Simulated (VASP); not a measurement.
# Ti9Al8 (a cell with a defect) in VASP: a series of runs

The runs below take Ti9Al8 (a cell with a defect) through single point, with PBE.

All numbers are computed with VASP 6.6.1; they aren't measurements. Logs are shortened: lines on timing, memory, paths and dates and some standing lists are left out, and cuts for length are marked.

### 1 The cell of the first run

The cell holds a defect, 17 atoms: a = 6.963 Å, b = 6.963 Å, c = 6.963 Å, α = 108.29°, β = 110.06°, γ = 110.06°.

### 2 Single point, PBE

INCAR reads:

```
SYSTEM = Ti9Al8
PREC     = Accurate       ! precision mode
ENCUT    = 520            ! plane-wave cutoff, eV
EDIFF    = 1E-6           ! SCF threshold, eV
ISMEAR   = 0              ! smearing method
SIGMA    = 0.1            ! smearing width, eV
LREAL    = Auto         
LASPH    = .TRUE.         ! aspherical terms in the spheres
NELM     = 80             ! most SCF steps
ALGO     = Normal         ! electronic algorithm
ISIF     = 2              ! what is computed and relaxed
LWAVE    = .FALSE.        ! write WAVECAR
LCHARG   = .TRUE.         ! write CHGCAR
GGA      = PE             ! functional
LELF     = .TRUE.         ! ELF
LVHAR    = .TRUE.       
NBANDS   = 80             ! bands
```

KPOINTS reads:

```
Automatic mesh
0
Gamma
  4 4 4
  0.5 0.5 0.5
```

POSCAR reads:

```
Ti9Al8
1.0
    5.6432814777      0.0000000000      4.0782742132
    0.0000000000     -5.6432814777     -4.0782742132
    0.0000000000      5.6432814777     -4.0782742132
Ti Al
9 8
Direct
    0.2599248338      0.5304494655      0.2705101012
    0.2599338711      0.2705225177      0.5304500095
    0.2713651633      0.7263919493     -0.0022509540
    0.2713531136     -0.0022528600      0.7263744495
    0.7400561210      0.2705179531      0.0105849680
    0.7286390049      0.4550187129      0.7263858255
    0.7400635635      0.0105827612      0.2705231888
    0.7286230567      0.7263736325      0.4550152029
   -0.0000001772      0.8145649779      0.8145562950
    0.5296126043      0.7625818541      0.7625795504
    0.4999943758      0.4986125855     -0.0013924224
    0.4999968566     -0.0013918146      0.4986105353
    0.4703754386      0.2329642638      0.2329644410
   -0.0000037212      0.4913743675      0.4913743675
   -0.0000065565      0.7625818809      0.2329618341
   -0.0000042528      0.2329636133      0.7625811793
   -0.0000111637      0.0983851711      0.0983864115
```

Potentials or basis: VASP PAW PBE potentials, release 64 (Ti_sv, Al).

Command:

```sh
cat potpaw_PBE.64/Ti_sv/POTCAR potpaw_PBE.64/Al/POTCAR > POTCAR
mpirun -np 1 vasp_std > vasp.out
```

OUTCAR:

```text
SYSTEM = Ti9Al8
   PREC = Accurate
   ENCUT = 520
   EDIFF = 1E-6
   ISMEAR = 0
   LREAL = Auto
   LASPH = .TRUE.
   NELM = 80
   ISIF = 2
   GGA = PE

 ion  position               nearest neighbor table
   1  0.260  0.530  0.271-  17 2.50   8 2.67   3 2.67  12 2.67  14 2.75  15 2.81  10 2.81  16 2.92
                            13 2.92  11 2.93
   2  0.260  0.271  0.530-  17 2.50   4 2.67   6 2.67  11 2.67  14 2.75  10 2.81  16 2.81  13 2.92
                            15 2.92  12 2.93
   3  0.271  0.726  0.998-   9 2.28  11 2.60   7 2.67   1 2.67  10 2.82  16 2.82  12 2.87  14 2.89
                            13 2.92  15 2.92
   4  0.271  0.998  0.726-   9 2.28  12 2.60   2 2.67   5 2.67  15 2.82  10 2.82  11 2.87  14 2.89
                            16 2.92  13 2.92
   5  0.740  0.271  0.011-  17 2.50   6 2.67   4 2.67  11 2.67  14 2.75  13 2.81  15 2.81  10 2.92
                            16 2.92  12 2.93
   6  0.729  0.455  0.726-   9 2.28  12 2.60   5 2.67   2 2.67  16 2.82  13 2.82  11 2.87  14 2.89
                            15 2.92  10 2.92
   7  0.740  0.011  0.271-  17 2.50   3 2.67   8 2.67  12 2.67  14 2.75  16 2.81  13 2.81  15 2.92
                            10 2.92  11 2.93
   8  0.729  0.726  0.455-   9 2.28  11 2.60   1 2.67   7 2.67  13 2.82  15 2.82  12 2.87  14 2.89
                            10 2.92  16 2.92
   9  1.000  0.815  0.815-   4 2.28   8 2.28   3 2.28   6 2.28  17 2.32  14 2.64  16 3.05  13 3.05
                            10 3.05  15 3.05
  10  0.530  0.763  0.763-  17 2.78   2 2.81   1 2.81   3 2.82   4 2.82  12 2.83  11 2.83   8 2.92
                             6 2.92   5 2.92   7 2.92  14 2.99   9 3.05
  11  0.500  0.499  0.999-   8 2.60   3 2.60   5 2.67   2 2.67  10 2.83  15 2.83  16 2.83  13 2.83
                             4 2.87   6 2.87   7 2.93   1 2.93
  12  0.500  0.999  0.499-   4 2.60   6 2.60   7 2.67   1 2.67  10 2.83  16 2.83  13 2.83  15 2.83
                             3 2.87   8 2.87   5 2.93   2 2.93
  13  0.470  0.233  0.233-  17 2.78   5 2.81   7 2.81   8 2.82   6 2.82  12 2.83  11 2.83   3 2.92
                             4 2.92   2 2.92   1 2.92  14 2.99   9 3.05
  14  1.000  0.491  0.491-   9 2.64   2 2.75   5 2.75   7 2.75   1 2.75   6 2.89   8 2.89   4 2.89
                             3 2.89  10 2.99  16 2.99  15 2.99  13 2.99  17 3.21
  15  1.000  0.763  0.233-  17 2.78   1 2.81   5 2.81   4 2.82   8 2.82  11 2.83  12 2.83   6 2.92
                             3 2.92   7 2.92   2 2.92  14 2.99   9 3.05
  16  1.000  0.233  0.763-  17 2.78   7 2.81   2 2.81   6 2.82   3 2.82  12 2.83  11 2.83   4 2.92
                             8 2.92   1 2.92   5 2.92  14 2.99   9 3.05
  17  1.000  0.098  0.098-   9 2.32   7 2.50   2 2.50   5 2.50   1 2.50  10 2.78  15 2.78  16 2.78
                            13 2.78  14 3.21

  LATTYP: Found a body centered tetragonal cell.
 ALAT       =     7.9808052021
 C/A-ratio  =     1.0220207385

  Lattice vectors:

 A1 = (   0.0000000000,   5.6432814777,   4.0782742132)
 A2 = (   0.0000000000,  -5.6432814777,   4.0782742132)
 A3 = (   5.6432814777,   0.0000000000,  -4.0782742132)

Analysis of symmetry for initial positions (statically):
=====================================================================
 Subroutine PRICEL returns:
 Original cell was already a primitive cell.

 Routine SETGRP: Setting up the symmetry group for a
 body centered tetragonal supercell.

 Subroutine GETGRP returns: Found  1 space group operations
 (whereof  1 operations were pure point group operations)
 out of a pool of 16 trial point group operations.

The static configuration has the point symmetry C_1 .

Analysis of symmetry for dynamics (positions and initial velocities):
=====================================================================
 Subroutine PRICEL returns:
 Original cell was already a primitive cell.

 Routine SETGRP: Setting up the symmetry group for a
 body centered tetragonal supercell.

 Subroutine GETGRP returns: Found  1 space group operations
 (whereof  1 operations were pure point group operations)
 out of a pool of 16 trial point group operations.

The dynamic configuration has the point symmetry C_1 .

 Subroutine INISYM returns: Found  1 space group operations
 (whereof  1 operations are pure point group operations),
 and found     1 'primitive' translations

----------------------------------------------------------------------------------------

                                     Primitive cell

  volume of cell :     259.7585

  direct lattice vectors                    reciprocal lattice vectors
     5.643281478  0.000000000  4.078274213     0.177201865  0.000000000  0.000000000
     0.000000000 -5.643281478 -4.078274213     0.088600932 -0.088600932 -0.122600878
[... 57 lines left out ...]
     0.022150233  0.022150233 -0.030650220     0.000000000  0.000000000  0.250000000

  Length of vectors
     0.044300466  0.043825810  0.043825810

  Shift w.r.t. Gamma in fractional coordinates (k-lattice)
     0.500000000  0.500000000  0.500000000

 Subroutine IBZKPT returns following result:
 ===========================================

 Found     32 irreducible k-points:

 Following reciprocal coordinates:
            Coordinates               Weight
  0.125000  0.125000  0.125000      2.000000
 -0.125000 -0.125000  0.375000      2.000000
 -0.375000  0.125000  0.125000      2.000000
 -0.125000  0.375000 -0.125000      2.000000
  0.375000  0.125000  0.125000      2.000000
 -0.125000 -0.375000 -0.375000      2.000000
[... 16 lines left out ...]
  0.375000  0.375000  0.375000      2.000000
  0.125000 -0.125000  0.125000      2.000000
 [... further k-points ...]
   k-points           NKPTS =     32   k-points in BZ     NKDIM =     32   number of bands    NBANDS=     80
   number of dos      NEDOS =    301   number of ions     NIONS =     17
   total plane-waves  NPLWV = 157464
   dimension x,y,z NGX =    54 NGY =   54 NGZ =   54
   dimension x,y,z NGXF=   108 NGYF=  108 NGZF=  108
   ions per type =               9   8
   NGX,Y,Z   is equivalent  to a cutoff of  12.89, 12.89, 12.89 a.u.
   NGXF,Y,Z  is equivalent  to a cutoff of  25.79, 25.79, 25.79 a.u.
 SYSTEM =  Ti9Al8
   PREC   = accura    normal or accurate (medium, high low for compatibility)
   ISTART =      0    job   : 0-new  1-cont  2-samecut
   ICHARG =      2    charge: 1-file 2-atom 10-const
   ISPIN  =      1    spin polarized calculation?
   LNONCOLLINEAR =      F non collinear calculations
   LSORBIT =      F    spin-orbit coupling
   LASPH  =      T    aspherical Exc in radial PAW
   ENCUT  =  520.0 eV  38.22 Ry    6.18 a.u.  12.95 12.95 12.95*2*pi/ulx,y,z
   NELM   =     80;   NELMIN=  2; NELMDL= -5     # of ELM steps
   EDIFF  = 0.1E-05   stopping-criterion for ELM
   LREAL  =      T    real-space projection
   EDIFFG = 0.1E-04   stopping-criterion for IOM
   NSW    =      0    number of steps for IOM
   IBRION =     -1    ionic relax: 0-MD 1-quasi-New 2-CG
   NFREE  =      0    steps in history (QN), initial steepest desc. (CG)
   ISIF   =      2    stress and relaxation
   ISYM   =      2    0-nonsym 1-usesym 2-fastsym
   POTIM  = 0.5000    time-step for ionic-motion
   TEBEG  =    0.0;   TEEND  =   0.0 temperature during run
   PSTRESS=    0.0 pullay stress
   NELECT =     132.0000    total number of electrons
   NUPDOWN=      -1.0000    fix difference up-down
   EMIN   =  10.00;   EMAX   =-10.00  energy-range for DOS
   EFERMI =   0.00;   METHOD = LEGACY
   ISMEAR =     0;   SIGMA  =   0.10  broadening in eV -4-tet -1-fermi 0-gaus
   EFERMI_NEDOS =   21; number of points for ismear=-14 and -15
   IALGO  =     38    algorithm
   IMIX   =      4    mixing-type and parameters
     AMIX     =   0.40;   BMIX     =  1.00
     AMIX_MAG =   1.60;   BMIX_MAG =  1.00
  volume/ion in A,a.u.               =      15.28       103.11
  Fermi-wavevector in a.u.,A,eV,Ry     =   1.306400  2.468738 23.220806  1.706681
  Thomas-Fermi vector in A             =   2.437205
   LORBIT       =      0    0 simple, 1 ext, 2 COOP (PROOUT), +10 PAW based schemes
   GGA     = PE    functional components
   LHFCALC =     F    Hartree Fock is set to
   AEXX    =    0.0000 exact exchange contribution
   IVDW    =     0    specifies the selected vdW correction
   LEPSILON=     F    determine dielectric tensor
   LRPA    =     F    only Hartree local field effects (RPA)
 non-spin polarized calculation
 Gauss-broadening in eV      SIGMA  =   0.10
  energy-cutoff  :      520.00
  volume of cell :      259.76
 maximum number of plane-waves:      7015
 NGX is ok and might be reduce to    54
   NGX = 25   NGY = 25   NGZ = 25

 number of electron     131.9999998 magnetization

 Free energy of the ion-electron system (eV)
  ---------------------------------------------------
  ext. energy  EPLUGINS =         0.00000000
  ---------------------------------------------------
  free energy    TOTEN  =      -101.72048061 eV

  energy without entropy =     -101.64580858  energy(sigma->0) =     -101.68314460

 E-fermi :   8.9496     XC(G=0): -11.3093

 val. band max:        8.9438678615   @ k =   0.3750  -0.1250   0.1250
 cond. band min:       9.0043634016   @ k =  -0.3750  -0.3750   0.3750
 fundamental gap:      0.0604955402
 Fermi energy:         8.9495587344

 k-point     1 :       0.1250    0.1250    0.1250
  band No.  band energies     occupation
      1     -47.4875      2.00000
      2     -47.4513      2.00000
      3     -47.4386      2.00000
      4     -47.4183      2.00000
      5     -47.4170      2.00000
      6     -47.3553      2.00000
[... 1933 lines left out ...]
     77      10.3877      0.00000
     78      10.4087      0.00000

 [... further k-points ...]

 [bands above 78 left out]

------------------------ aborting loop because EDIFF is reached ----------------------------------------

  FORCE on cell =-STRESS in cart. coord.  units (eV):
  Direction    XX          YY          ZZ          XY          YZ          ZX
  --------------------------------------------------------------------------------------
  -------------------------------------------------------------------------------------
  Total       17.4536078     17.4535927     19.6926970     -0.0004009     -0.0003819      0.0004624
  in kB      107.6529541    107.6528607    121.4635408     -0.0024725     -0.0023555      0.0028519
  external PRESSURE =     112.2564518 kB  Pullay stress =       0.0000000 kB

 VOLUME and BASIS-vectors are now :
 -----------------------------------------------------------------------------
  energy-cutoff  :      520.00
  volume of cell :      259.76
      direct lattice vectors                 reciprocal lattice vectors
     5.643281478  0.000000000  4.078274213     0.177201865  0.000000000  0.000000000
     0.000000000 -5.643281478 -4.078274213     0.088600932 -0.088600932 -0.122600878
     0.000000000  5.643281478 -4.078274213     0.088600932  0.088600932 -0.122600878

 POSITION                                       TOTAL-FORCE (eV/Angst)
 -----------------------------------------------------------------------------------
      1.46683     -1.46691     -2.20649         0.048350     -0.048034     -0.128432
      1.46688      1.46684     -2.20650         0.048027      0.048451     -0.128144
      1.53139      1.53134     -5.92482        -0.028696     -0.028428      0.342384
      1.53132     -1.53143     -5.92479        -0.028138      0.028814      0.342218
      4.17635     -1.46688      1.87174        -0.047961     -0.048164     -0.128005
      4.11192      1.53140     -1.84650         0.028318     -0.028700      0.342029
[... 9 lines left out ...]
      5.64326      2.98878      0.01815        -0.000290      0.262291      0.118373
      5.64322      0.00001      3.27574        -0.000276      0.000025     -0.560351
 -----------------------------------------------------------------------------------
    total drift:                                0.001621      0.000920     -0.011185

  FREE ENERGIE OF THE ION-ELECTRON SYSTEM (eV)
  ---------------------------------------------------
  free  energy   TOTEN  =      -101.7204806108 eV

  energy  without entropy=     -101.6458085828  energy(sigma->0) =     -101.68314460
```

Wall time 25 min (1 thread of Intel Xeon 6975P-C (Granite Rapids), shared host); peak memory 0.63 GiB.

Results:

```yaml
Free_energy: -101.7205 eV
Pressure: 11.2 GPa
Largest_force: 0.698 eV/Å
Band_gap_on_the_k_mesh: zero (bands 66 and 67 overlap by 0.34 eV)
```

Forces in eV/Å, atoms in the order of the input:
```
Ti   0.048 -0.048 -0.128
Ti   0.048  0.048 -0.128
Ti  -0.029 -0.028  0.342
Ti  -0.028  0.029  0.342
Ti  -0.048 -0.048 -0.128
Ti   0.028 -0.029  0.342
Ti  -0.048  0.048 -0.128
Ti   0.029  0.028  0.342
Ti   0.000  0.000 -0.698
Al   0.262  0.000  0.118
Al   0.000  0.000  0.109
Al   0.000  0.000  0.109
Al  -0.262  0.000  0.119
Al   0.000  0.000 -0.289
Al   0.000 -0.262  0.118
Al   0.000  0.262  0.118
Al   0.000  0.000 -0.560
```

Levels at points of the mesh, in eV from the Fermi level:
| k point | band 64 | band 65 | band 66 | band 67 | band 68 | band 69 |
| --- | --- | --- | --- | --- | --- | --- |
| (0.12, 0.12, 0.12) | -0.28 | -0.03 | -0.02 | 0.07 | 0.31 | 0.51 |

### 3 Single point, PBE

INCAR reads:

```
PREC = Accurate
ENCUT = 520
EDIFF = 1E-7
ISMEAR = 0
SIGMA = 0.1
LREAL = Auto
LASPH = True
NELM = 100
ALGO = Normal
ISIF = 2
LWAVE = False
LCHARG = False
GGA = PE
NBANDS = 80
```

KPOINTS is that of step 2.

POSCAR reads:

```
Ti9Al8
1.0
    5.6432814777      0.0000000000      4.0782742132
    0.0000000000     -5.6432814777     -4.0782742132
    0.0000000000      5.6432814777     -4.0782742132
Ti Al
9 8
Direct
    0.2697295901      0.5440643088      0.2743017591
    0.2697559932      0.2743461454      0.5440769759
    0.2655625111      0.7204210700     -0.0140505342
    0.2655137806     -0.0140677158      0.7203672077
    0.7302336444      0.2743183537      0.0045687398
    0.7344666426      0.4548331021      0.7203800195
    0.7302520734      0.0045582539      0.2743374605
    0.7344230509      0.7203313382      0.4548117100
   -0.0000063793      0.8457636056      0.8457462398
    0.5441956089      0.7694005156      0.7693868711
    0.4999947302      0.5000031535     -0.0000064617
    0.4999988059     -0.0000030752      0.5000065399
    0.4557610692      0.2251743748      0.2251878421
    0.0000023036      0.4951268486      0.4951266714
    0.0000012404      0.7694093747      0.2251868311
    0.0000054933      0.2251963804      0.7694013810
   -0.0000221502      0.1364855000      0.1364931197
```

Potentials or basis: VASP PAW PBE potentials, release 64 (Ti_sv, Al).

Command:

```sh
cat potpaw_PBE.64/Ti_sv/POTCAR potpaw_PBE.64/Al/POTCAR > POTCAR
mpirun -np 1 vasp_std > vasp.out
```

Run time: 28 min. Hardware: 1 thread of Intel Xeon 6975P-C (Granite Rapids), shared host; peak memory 0.64 GiB.

The run converged. Its results:

```
Free energy            : -102.0181 eV
Pressure               : 11.4 GPa
Largest force          : 0.052 eV/Å
Band gap on the k mesh : zero (bands 66 and 67 overlap by 0.13 eV)
```

Forces in eV/Å, atoms in the order of the input:
```
Ti   0.004 -0.003  0.006
Ti   0.003  0.003  0.007
Ti   0.009  0.010  0.006
Ti   0.012 -0.010  0.005
Ti  -0.003 -0.003  0.007
Ti  -0.010  0.010  0.003
Ti  -0.003  0.002  0.006
Ti  -0.009 -0.010  0.003
Ti   0.000  0.001 -0.052
Al   0.003  0.000 -0.001
Al   0.000  0.000 -0.002
Al   0.000  0.000 -0.002
Al  -0.002  0.000 -0.001
Al   0.000  0.000 -0.006
Al   0.000 -0.002 -0.001
Al  -0.001  0.002 -0.001
Al   0.000  0.000  0.023
```

Stress tensor (GPa, compression positive):
```
12.37  0.00  0.00
 0.00 12.38  0.00
 0.00  0.00  9.31
```

Levels at points of the mesh, in eV from the Fermi level:
```
           k point  band 64  band 65  band 66  band 67  band 68  band 69
(0.12, 0.12, 0.12)    -0.32    -0.08     0.05     0.08     0.18     0.59
```

The gap in the log of VASP goes by the Fermi energy; the results here count the filled bands.